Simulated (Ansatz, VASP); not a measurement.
# One calculation of InP, two programs

```
In P
1.0
     0.00000    2.85500    2.85500
     2.85500    0.00000    2.85500
     2.85500    2.85500    0.00000
In P
1 1
Direct
  0.00000 0.00000 0.00000
  0.50000 0.50000 0.50000
```

Alike in both runs: task single point; functional PBE; k mesh 8 × 8 × 8; occupations gaussian, width 0.05 eV; no spin polarisation.

|  | VASP | Ansatz |
| --- | --- | --- |
| version | VASP 6.6.1 | Ansatz 0.2.0 |
| potentials or method | VASP PAW PBE potentials, release 64 (In_d, P), cutoff 500 eV | scalar-relativistic, plane waves, PAW |
| valence electrons in the cell | 18 | 18 |

|  | VASP | Ansatz | Ansatz less VASP |
| --- | --- | --- | --- |
| gap on the k mesh at the Fermi level (eV) | none | none | - |
| pressure (GPa) | -5.4 | -5.4 | +0.01 |

A gap of «none» marks a metal or a gap that the smearing closes. The functional is the same, so the differences come from potentials, cutoffs and numerics.
